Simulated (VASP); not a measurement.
# Ga (Pm-3m) in VASP: a series of runs

Aim: see how the results for Ga move with the level of theory and the settings. Levels: PBE+D3(BJ), revPBE+D3(BJ), revPBE+D4. Tasks: relaxation of cell and atoms, single point.

Program: VASP 6.6.1. These are calculated values, not measurements. Logs are shortened: lines on timing, memory, paths and dates and some standing lists are left out, and cuts for length are marked.

### Step 1. The cell of the first run

The structure is cubic, space group Pm-3m (No. 221). Conventional cell: a = 2.716 Å, b = 2.716 Å, c = 2.716 Å, α = 90.00°, β = 90.00°, γ = 90.00°. Ga (site symmetry m-3m) has 6 Ga at 2.72 Å within 3.6 Å.

### Step 2. Relaxation of cell and atoms, PBE+D3(BJ)

The input, INCAR:

```
PREC = Accurate
ENCUT = 600
EDIFF = 1E-6
ISMEAR = -1
SIGMA = 0.05
LREAL = F
LASPH = T
NELM = 100
ALGO = Normal
ISIF = 3
LWAVE = F
LCHARG = F
GGA = PE
IVDW = 12
IBRION = 2
NSW = 60
EDIFFG = -0.01
```

The input, KPOINTS:

```
Automatic mesh
0
Gamma
  10 10 10
```

The input, POSCAR:

```
Ga
1.0
    2.7164800000      0.0000000000      0.0000000000
    0.0000000000      2.7164800000      0.0000000000
    0.0000000000      0.0000000000      2.7164800000
Ga
1
Direct
    0.0000000000      0.0000000000      0.0000000000
```

Potentials or basis: VASP PAW PBE potentials, release 64 (Ga_d).

The run is started by

```bash
cat potpaw_PBE.64/Ga_d/POTCAR > POTCAR
mpirun -np 1 vasp_std > vasp.out
```

OUTCAR:

```text
PREC = Accurate
   ENCUT = 600
   EDIFF = 1E-6
   ISMEAR = -1
   LREAL = F
   LASPH = T
   NELM = 100
   ISIF = 3
   GGA = PE
   IVDW = 12
   IBRION = 2
   NSW = 60
   EDIFFG = -0.01
 IVDW          = 12

 ion  position               nearest neighbor table
   1  0.000  0.000  0.000-

  LATTYP: Found a simple cubic cell.
 ALAT       =     2.7164800000

  Lattice vectors:

 A1 = (   2.7164800000,   0.0000000000,   0.0000000000)
 A2 = (   0.0000000000,   2.7164800000,   0.0000000000)
 A3 = (   0.0000000000,   0.0000000000,   2.7164800000)

Analysis of symmetry for initial positions (statically):
=====================================================================
 Subroutine PRICEL returns:
 Original cell was already a primitive cell.

 Routine SETGRP: Setting up the symmetry group for a
 simple cubic supercell.

 Subroutine GETGRP returns: Found 48 space group operations
 (whereof 48 operations were pure point group operations)
 out of a pool of 48 trial point group operations.

The static configuration has the point symmetry O_h .

Analysis of symmetry for dynamics (positions and initial velocities):
=====================================================================
 Subroutine PRICEL returns:
 Original cell was already a primitive cell.

 Routine SETGRP: Setting up the symmetry group for a
 simple cubic supercell.

 Subroutine GETGRP returns: Found 48 space group operations
 (whereof 48 operations were pure point group operations)
 out of a pool of 48 trial point group operations.

The dynamic configuration has the point symmetry O_h .

 Subroutine INISYM returns: Found 48 space group operations
 (whereof 48 operations are pure point group operations),
 and found     1 'primitive' translations

----------------------------------------------------------------------------------------

                                     Primitive cell

  volume of cell :      20.0456

  direct lattice vectors                    reciprocal lattice vectors
     2.716480000  0.000000000  0.000000000     0.368123454  0.000000000  0.000000000
     0.000000000  2.716480000  0.000000000     0.000000000  0.368123454  0.000000000
     0.000000000  0.000000000  2.716480000     0.000000000  0.000000000  0.368123454

  length of vectors
     2.716480000  2.716480000  2.716480000     0.368123454  0.368123454  0.368123454

  position of ions in fractional coordinates (direct lattice)
     0.000000000  0.000000000  0.000000000

  ion indices of the primitive-cell ions
   primitive index   ion index
                 1           1

----------------------------------------------------------------------------------------

 KPOINTS: Automatic mesh
[... 64 lines left out ...]
   LSORBIT =      F    spin-orbit coupling
   LASPH  =      T    aspherical Exc in radial PAW
   ENCUT  =  600.0 eV  44.10 Ry    6.64 a.u.   5.43  5.43  5.43*2*pi/ulx,y,z
   NELM   =    100;   NELMIN=  2; NELMDL= -5     # of ELM steps
   EDIFF  = 0.1E-05   stopping-criterion for ELM
   LREAL  =      F    real-space projection
   EDIFFG = -.1E-01   stopping-criterion for IOM
   NSW    =     60    number of steps for IOM
   IBRION =      2    ionic relax: 0-MD 1-quasi-New 2-CG
   NFREE  =      1    steps in history (QN), initial steepest desc. (CG)
   ISIF   =      3    stress and relaxation
   ISYM   =      2    0-nonsym 1-usesym 2-fastsym
   POTIM  = 0.5000    time-step for ionic-motion
   TEBEG  =    0.0;   TEEND  =   0.0 temperature during run
   PSTRESS=    0.0 pullay stress
   NELECT =      13.0000    total number of electrons
   NUPDOWN=      -1.0000    fix difference up-down
   EMIN   =  10.00;   EMAX   =-10.00  energy-range for DOS
   EFERMI =   0.00;   METHOD = LEGACY
   ISMEAR =    -1;   SIGMA  =   0.05  broadening in eV -4-tet -1-fermi 0-gaus
   EFERMI_NEDOS =   21; number of points for ismear=-14 and -15
   IALGO  =     38    algorithm
   IMIX   =      4    mixing-type and parameters
     AMIX     =   0.40;   BMIX     =  1.00
     AMIX_MAG =   1.60;   BMIX_MAG =  1.00
  volume/ion in A,a.u.               =      20.05       135.27
  Fermi-wavevector in a.u.,A,eV,Ry     =   1.417042  2.677821 27.320614  2.008008
  Thomas-Fermi vector in A             =   2.538314
   LORBIT       =      0    0 simple, 1 ext, 2 COOP (PROOUT), +10 PAW based schemes
   GGA     = PE    functional components
   LHFCALC =     F    Hartree Fock is set to
   AEXX    =    0.0000 exact exchange contribution
   IVDW    =    12    specifies the selected vdW correction
   LEPSILON=     F    determine dielectric tensor
   LRPA    =     F    only Hartree local field effects (RPA)
 conjugate gradient relaxation of ions
 non-spin polarized calculation
  energy-cutoff  :      600.00
  volume of cell :       20.05
 maximum number of plane-waves:       691
 NGX is ok and might be reduce to    24
   NGX = 11   NGY = 11   NGZ = 11

--------------------------------------- Ionic step        1  -------------------------------------------

 number of electron      13.0000005 magnetization

 Free energy of the ion-electron system (eV)
  ---------------------------------------------------
  ext. energy  EPLUGINS =         0.00000000
  ---------------------------------------------------
  free energy    TOTEN  =        -2.83106388 eV

  energy without entropy =       -2.82549376  energy(sigma->0) =       -2.82827882

------------------------ aborting loop because EDIFF is reached ----------------------------------------

 Edisp (eV)   -0.28814

 E8    (eV) :    -0.1353
[... 108 lines left out ...]
--------------------------------------- Ionic step        4  -------------------------------------------

 number of electron      13.0000002 magnetization

 Free energy of the ion-electron system (eV)
  ---------------------------------------------------
  ext. energy  EPLUGINS =         0.00000000
  ---------------------------------------------------
  free energy    TOTEN  =        -2.82289254 eV

  energy without entropy =       -2.81842899  energy(sigma->0) =       -2.82066077

 E-fermi :   5.2253     XC(G=0): -10.8870

 val. band max:        5.1890423650   @ k =   0.4000   0.4000   0.1000
 cond. band min:       5.2681328099   @ k =   0.3000   0.0000   0.0000
 fundamental gap:      0.0790904450
 Fermi energy:         5.2253029634

 k-point     1 :       0.0000    0.0000    0.0000
  band No.  band energies     occupation
      1      -9.9952      2.00000
      2      -9.9952      2.00000
      3      -9.4163      2.00000
      4      -9.4163      2.00000
      5      -9.4163      2.00000
      6      -5.7158      2.00000
      7      14.5013      0.00000
      8      14.5013      0.00000
      9      14.5013      0.00000
     10      17.4123      0.00000
[... 287 lines left out ...]
 k-point    24 :       0.3000    0.1000    0.1000
  band No.  band energies     occupation
      1      -9.9074      2.00000
      2      -9.7184      2.00000
      3      -9.5481      2.00000
      4      -9.5390      2.00000
      5      -9.4378      2.00000
      6      -3.3758      2.00000
      7       5.6713      0.00027
      8      13.6070      0.00000
      9      14.4081      0.00000
     10      21.9642      0.00000

 [... further k-points ...]

------------------------ aborting loop because EDIFF is reached ----------------------------------------

 Edisp (eV)   -0.30318

 E8    (eV) :    -0.1423
[... 24 lines left out ...]
  FREE ENERGIE OF THE ION-ELECTRON SYSTEM (eV)
  ---------------------------------------------------
  free  energy   TOTEN  =        -3.1260708555 eV

  energy  without entropy=       -3.1216073046  energy(sigma->0) =       -3.12383908

 reached required accuracy - stopping structural energy minimisation
```

OSZICAR:

```text
N       E                     dE             d eps       ncg     rms          rms(c)
DAV:   1     0.392050573935E+02    0.39205E+02   -0.76765E+03  1168   0.239E+03
DAV:   2    -0.121594140929E+01   -0.40421E+02   -0.39628E+02  1164   0.262E+02
DAV:   3    -0.283532108249E+01   -0.16194E+01   -0.16157E+01  1324   0.464E+01
DAV:   4    -0.285145349701E+01   -0.16132E-01   -0.16128E-01  1288   0.495E+00
[... 25 lines left out ...]
DAV:   1    -0.282641752643E+01   -0.51108E-02   -0.46260E-02  1182   0.455E+00    0.341E-01
DAV:   2    -0.282361196667E+01    0.28056E-02   -0.52666E-03  1230   0.158E+00    0.153E-01
DAV:   3    -0.282297685339E+01    0.63511E-03   -0.72594E-04  1202   0.550E-01    0.358E-02
DAV:   4    -0.282289238410E+01    0.84469E-04   -0.70298E-05  1592   0.172E-01    0.113E-03
DAV:   5    -0.282289254339E+01   -0.15929E-06   -0.27216E-07   688   0.836E-03
   4 F= -.31260709E+01 E0= -.31238391E+01  d E =-.687070E-02
```

CONTCAR:

```text
Ga
   1.00000000000000
     2.6708057432081214   -0.0000000000000000    0.0000000000000000
     0.0000000000000000    2.6708057432081214    0.0000000000000000
    -0.0000000000000000   -0.0000000000000000    2.6708057432081214
  Ga
     1
Direct
     0.0000000000000000    0.0000000000000000    0.0000000000000000

  0.00000000E+00  0.00000000E+00  0.00000000E+00
```

Run time: 14 s. Hardware: 1 thread of Intel Xeon 6975P-C, shared host; peak memory 0.15 GiB.

Results:

| Quantity | Value |
| --- | --- |
| Free energy | -3.1261 eV |
| Relaxed volume | 19.05 Å³/atom |
| Relaxed cell | a = 2.671 Å, b = 2.671 Å, c = 2.671 Å, α = 90.00°, β = 90.00°, γ = 90.00° |
| Space group after relaxing (to 0.05 Å) | Pm-3m (No. 221) |
| Energy gained by relaxing | 6.9 meV/atom |
| Ionic steps | 4 |
| Pressure after relaxing | -0.1 GPa |
| Dispersion energy per atom | -0.303 eV |

The path:
```tsv
step	energy change (eV)	largest force (eV/Å)	pressure (GPa)	volume (Å³)
1	0.0000	0.0000	-2.07	20.05
2	-0.0064	0.0000	-0.69	19.30
3	-0.0068	0.0000	0.26	18.96
4	-0.0069	0.0000	-0.07	19.05
```

Final structure:
```
CELL_PARAMETERS angstrom
2.67081 0.00000 0.00000
0.00000 2.67081 0.00000
0.00000 0.00000 2.67081
ATOMIC_POSITIONS crystal
Ga 0.00000 0.00000 0.00000
```

Levels at points of the mesh, in eV from the Fermi level:
| k point | band 4 | band 5 | band 6 | band 7 | band 8 | band 9 |
| --- | --- | --- | --- | --- | --- | --- |
| (0.00, 0.00, 0.00) | -14.64 | -14.64 | -10.94 | 9.28 | 9.28 | 9.28 |
| (0.50, 0.00, 0.00) | -14.80 | -14.63 | -6.31 | -4.37 | 12.92 | 12.92 |
| (0.50, 0.50, 0.00) | -14.78 | -14.49 | -1.47 | -0.76 | -0.76 | 4.20 |
| (0.50, 0.50, 0.50) | -14.48 | -14.48 | 2.71 | 2.71 | 2.71 | 4.36 |

Caveat: pairwise dispersion overbinds metals, which lowers pressure and volume.

### Step 3. Single point, revPBE+D3(BJ)

This run uses another cell than the first one, of 18.77 Å³/atom, 0.936 times its volume.

The input, INCAR:

```
SYSTEM = Ga
PREC     = Accurate       ! precision mode
ENCUT    = 520            ! plane-wave cutoff, eV
EDIFF    = 1E-6           ! SCF threshold, eV
ISMEAR   = -1             ! smearing method
SIGMA    = 0.05           ! smearing width, eV
LREAL    = .FALSE.        ! projectors in reciprocal space
LASPH    = .TRUE.         ! aspherical terms in the spheres
NELM     = 80             ! most SCF steps
ALGO     = Normal         ! electronic algorithm
ISIF     = 2              ! what is computed and relaxed
LWAVE    = .FALSE.        ! write WAVECAR
LCHARG   = .FALSE.        ! write CHGCAR
GGA      = RE             ! functional
IVDW     = 12             ! dispersion correction
NBANDS   = 12             ! bands
```

The input, KPOINTS:

```
Automatic mesh
0
G
  10 10 10
  0 0 0
```

The input, POSCAR:

```
Ga
1.0
    2.6576914908      0.0000000000      0.0000000000
    0.0000000000      2.6576914908      0.0000000000
    0.0000000000      0.0000000000      2.6576914908
Ga
1
Direct
    0.0000000000      0.0000000000      0.0000000000
```

Potentials or basis: VASP PAW PBE potentials, release 64 (Ga_d).

The run is started by

```bash
cat potpaw_PBE.64/Ga_d/POTCAR > POTCAR
mpirun -np 1 vasp_std > vasp.out
```

OUTCAR:

```text
SYSTEM = Ga
   PREC = Accurate
   ENCUT = 520
   EDIFF = 1E-6
   ISMEAR = -1
   LREAL = .FALSE.
   LASPH = .TRUE.
   NELM = 80
   ISIF = 2
   GGA = RE
   IVDW = 12
 IVDW          = 12

 ion  position               nearest neighbor table
   1  0.000  0.000  0.000-

  LATTYP: Found a simple cubic cell.
 ALAT       =     2.6576914908

  Lattice vectors:

 A1 = (   2.6576914908,   0.0000000000,   0.0000000000)
 A2 = (   0.0000000000,   2.6576914908,   0.0000000000)
 A3 = (   0.0000000000,   0.0000000000,   2.6576914908)

Analysis of symmetry for initial positions (statically):
=====================================================================
 Subroutine PRICEL returns:
 Original cell was already a primitive cell.

 Routine SETGRP: Setting up the symmetry group for a
 simple cubic supercell.

 Subroutine GETGRP returns: Found 48 space group operations
 (whereof 48 operations were pure point group operations)
 out of a pool of 48 trial point group operations.

The static configuration has the point symmetry O_h .

Analysis of symmetry for dynamics (positions and initial velocities):
=====================================================================
 Subroutine PRICEL returns:
 Original cell was already a primitive cell.

 Routine SETGRP: Setting up the symmetry group for a
 simple cubic supercell.

 Subroutine GETGRP returns: Found 48 space group operations
 (whereof 48 operations were pure point group operations)
 out of a pool of 48 trial point group operations.

The dynamic configuration has the point symmetry O_h .

 Subroutine INISYM returns: Found 48 space group operations
 (whereof 48 operations are pure point group operations),
 and found     1 'primitive' translations

----------------------------------------------------------------------------------------

                                     Primitive cell

  volume of cell :      18.7721

  direct lattice vectors                    reciprocal lattice vectors
     2.657691491  0.000000000  0.000000000     0.376266396  0.000000000  0.000000000
     0.000000000  2.657691491  0.000000000     0.000000000  0.376266396  0.000000000
[... 112 lines left out ...]
   LEPSILON=     F    determine dielectric tensor
   LRPA    =     F    only Hartree local field effects (RPA)
 non-spin polarized calculation
  energy-cutoff  :      520.00
  volume of cell :       18.77
 maximum number of plane-waves:       518
 NGX is ok and might be reduce to    20
   NGX =  9   NGY =  9   NGZ =  9

 number of electron      12.9999992 magnetization

 Free energy of the ion-electron system (eV)
  ---------------------------------------------------
  ext. energy  EPLUGINS =         0.00000000
  ---------------------------------------------------
  free energy    TOTEN  =        -2.50754043 eV

  energy without entropy =       -2.50355829  energy(sigma->0) =       -2.50554936

 E-fermi :   5.4480     XC(G=0): -10.8630

 val. band max:        5.4014784869   @ k =   0.4000   0.4000   0.1000
 cond. band min:       5.4935315351   @ k =   0.3000   0.0000   0.0000
 fundamental gap:      0.0920530482
 Fermi energy:         5.4480007921

 k-point     1 :       0.0000    0.0000    0.0000
  band No.  band energies     occupation
      1      -9.8120      2.00000
      2      -9.8120      2.00000
      3      -9.2151      2.00000
      4      -9.2151      2.00000
      5      -9.2151      2.00000
      6      -5.5876      2.00000
      7      14.8539      0.00000
      8      14.8539      0.00000
      9      14.8539      0.00000
     10      17.6949      0.00000
     11      17.6949      0.00000
     12      20.5665      0.00000
[... 331 lines left out ...]
 k-point    24 :       0.3000    0.1000    0.1000
  band No.  band energies     occupation
      1      -9.7214      2.00000
      2      -9.5278      2.00000
      3      -9.3514      2.00000
      4      -9.3418      2.00000
      5      -9.2373      2.00000
      6      -3.2168      2.00000
      7       5.9009      0.00023
      8      13.9266      0.00000
      9      14.7616      0.00000
     10      22.3670      0.00000
     11      22.6207      0.00000
     12      23.8245      0.00000

 [... further k-points ...]

------------------------ aborting loop because EDIFF is reached ----------------------------------------

 Edisp (eV)   -0.57560

 E8    (eV) :    -0.4158

  FORCE on cell =-STRESS in cart. coord.  units (eV):
  Direction    XX          YY          ZZ          XY          YZ          ZX
  --------------------------------------------------------------------------------------
  -------------------------------------------------------------------------------------
  Total       0.01924     0.01924     0.01924     0.00000    -0.00000     0.00000
  in kB       1.64238     1.64238     1.64238     0.00000    -0.00000     0.00000
  external pressure =        1.64 kB  Pullay stress =        0.00 kB

 VOLUME and BASIS-vectors are now :
 -----------------------------------------------------------------------------
  energy-cutoff  :      520.00
  volume of cell :       18.77
      direct lattice vectors                 reciprocal lattice vectors
     2.657691491  0.000000000  0.000000000     0.376266396  0.000000000  0.000000000
     0.000000000  2.657691491  0.000000000     0.000000000  0.376266396  0.000000000
     0.000000000  0.000000000  2.657691491     0.000000000  0.000000000  0.376266396

 POSITION                                       TOTAL-FORCE (eV/Angst)
 -----------------------------------------------------------------------------------
      0.00000      0.00000      0.00000         0.000000      0.000000      0.000000
 -----------------------------------------------------------------------------------
    total drift:                                0.000000      0.000000      0.000000

  FREE ENERGIE OF THE ION-ELECTRON SYSTEM (eV)
  ---------------------------------------------------
  free  energy   TOTEN  =        -3.0831370930 eV

  energy  without entropy=       -3.0791549549  energy(sigma->0) =       -3.08114602
```

OSZICAR:

```text
N       E                     dE             d eps       ncg     rms          rms(c)
DAV:   1     0.447059019311E+02    0.44706E+02   -0.65785E+03  1436   0.186E+03
DAV:   2    -0.301678650913E+00   -0.45008E+02   -0.43319E+02  1428   0.265E+02
DAV:   3    -0.250915523399E+01   -0.22075E+01   -0.22030E+01  1536   0.474E+01
DAV:   4    -0.252789425430E+01   -0.18739E-01   -0.18737E-01  1560   0.457E+00
DAV:   5    -0.252811935541E+01   -0.22510E-03   -0.22509E-03  1544   0.466E-01    0.988E-01
DAV:   6    -0.250981212954E+01    0.18307E-01   -0.40474E-02  1620   0.402E+00    0.499E-01
DAV:   7    -0.250769247340E+01    0.21197E-02   -0.74470E-03  1796   0.146E+00    0.145E-01
DAV:   8    -0.250753171844E+01    0.16075E-03   -0.82038E-04  1536   0.442E-01    0.150E-02
DAV:   9    -0.250753992976E+01   -0.82113E-05   -0.14287E-05  1528   0.373E-02    0.387E-03
DAV:  10    -0.250754042746E+01   -0.49769E-06   -0.80010E-07  1192   0.134E-02
   1 F= -.30831371E+01 E0= -.30811460E+01  d E =-.398214E-02
```

stdout:

```text
POSCAR found type information on POSCAR Ga
 POSCAR found :  1 types and       1 ions
 scaLAPACK will be used
 -----------------------------------------------------------------------------
|                                                                             |
|                                                                             |
|     You enforced a specific xc type in the INCAR file but a different       |
|     I HOPE YOU KNOW WHAT YOU ARE DOING!                                     |
|                                                                             |
 -----------------------------------------------------------------------------

 LDA part: xc-table for (Slater+PW92), standard interpolation
 POSCAR, INCAR and KPOINTS ok, starting setup
 FFT: planning ... GRIDC
 FFT: planning ... GRID_SOFT
 FFT: planning ... GRID
 WAVECAR not read
 entering main loop
```

It took 10 s on 1 thread of Intel Xeon 8259CL, shared host; peak memory 0.14 GiB.

What came out:

| Property | Result |
| --- | --- |
| Free energy | -3.0831 eV |
| Pressure | 0.2 GPa |
| Dispersion energy per atom | -0.576 eV |

Caveat: the PAW data sets were made with another functional, which shifts forces and pressure a little; pairwise dispersion overbinds metals, which lowers pressure and volume.

[end of part 1 of 2]
